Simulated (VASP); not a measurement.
**Bi: single point with r2SCAN**

Crystal: Bi.

```xyz
2
Lattice="3.5237 0.0000 0.0000 -1.7619 3.0516 0.0000 0.0000 0.0000 5.7975" Properties=species:S:1:pos:R:3 pbc="T T T"
Bi    0.0000    2.0344    1.4494
Bi    1.7619    1.0172    4.3481
```

```yaml
Program: VASP 6.6.1
Task: single point
Functional: r2SCAN
Potentials_or_basis: VASP PAW PBE potentials, release 64 (Bi_d)
Cutoff: 520 eV
k_mesh: 12 × 12 × 6
Occupations: fermi-dirac, width 0.1 eV
Spin: no spin polarisation
Dipole_correction: no
Further_INCAR_settings: ALGO = Normal; EDIFF = 1e-06; NBANDS = 22
```

The pressure is -0.1 GPa and the band gap on the k mesh is zero (band 15 reaches 12.22 eV, above the bottom of band 16 at 4.96 eV).

Stress tensor (GPa, compression positive):
```
-0.45  0.00  0.00
 0.00 -0.45  0.00
 0.00  0.00  0.47
```

Levels at points of the mesh, in eV from the Fermi level:
```
           k point  band 13  band 14  band 15  band 16  band 17  band 18
(0.00, 0.00, 0.00)    -5.55     3.55     3.55     5.14     5.18     5.18
(0.50, 0.00, 0.00)    -4.64    -3.23    -2.09     0.28     0.41     3.49
(0.00, 0.00, 0.50)    -1.18    -1.18     4.32     4.32     4.32     4.32
(0.50, 0.00, 0.50)    -5.09    -5.09     1.51     1.51     1.63     1.63
```

Wall time 4.9 min on 1 thread of Intel Xeon 6975P-C (shared host), peak memory 0.24 GiB.

Caveat: the PAW data sets were made with another functional, which shifts forces and pressure a little; spin-orbit coupling is left out, which moves the levels of the heavy elements.
